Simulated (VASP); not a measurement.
Set up this calculation in VASP 6.6.1, as the native input.

```
Task                   : single point
Functional             : PBEsol
Potentials or basis    : VASP PAW PBE potentials, release 64 (Ti_sv)
Cutoff                 : 520 eV
k mesh                 : 13 × 13 × 7
Occupations            : fermi-dirac, width 0.08 eV
Spin                   : no spin polarisation
Dipole correction      : no
Further INCAR settings : ALGO = Normal; EDIFF = 1e-06; NBANDS = 19
```

The structure of Ti lies in POSCAR:

```
Ti
1.0
    3.0078556446      0.0000000000      0.0000000000
   -1.5039278223      2.6048793991      0.0000000000
    0.0000000000      0.0000000000      4.7779056859
Ti
2
Direct
    0.3333333333      0.6666666667      0.2500000000
    0.6666666667      0.3333333333      0.7500000000
```

This cell differs from its parent crystal: volume scaled by 1.06.

These files were run (other wordings do the same):

INCAR

```
ALGO = Normal
EDIFF = 1E-6
ENCUT = 520
GGA = PS
ISIF = 2
ISMEAR = -1
LASPH = True
LCHARG = True
LELF = True
LREAL = False
LVHAR = True
LWAVE = False
NBANDS = 19
NELM = 100
PREC = Accurate
SIGMA = 0.08
```

KPOINTS

```
k-points
0
Gamma
  13 13 7
```

Potentials or basis: VASP PAW PBE potentials, release 64 (Ti_sv).

Launch:

```sh
$ cat potpaw_PBE.64/Ti_sv/POTCAR > POTCAR
$ mpirun -np 1 vasp_std > vasp.out
```

Results of the run:

```yaml
Pressure: -11.0 GPa
Band_gap_on_the_k_mesh: zero (band 12 reaches 8.18 eV, above the bottom of band 13 at 7.15 eV)
```

Caveat: the PAW data sets were made with another functional, which shifts forces and pressure a little.

It took 21 s on 1 thread of Intel(R) Xeon(R) 6975P-C (Granite Rapids), with other jobs on the host, peak memory 0.17 GiB.
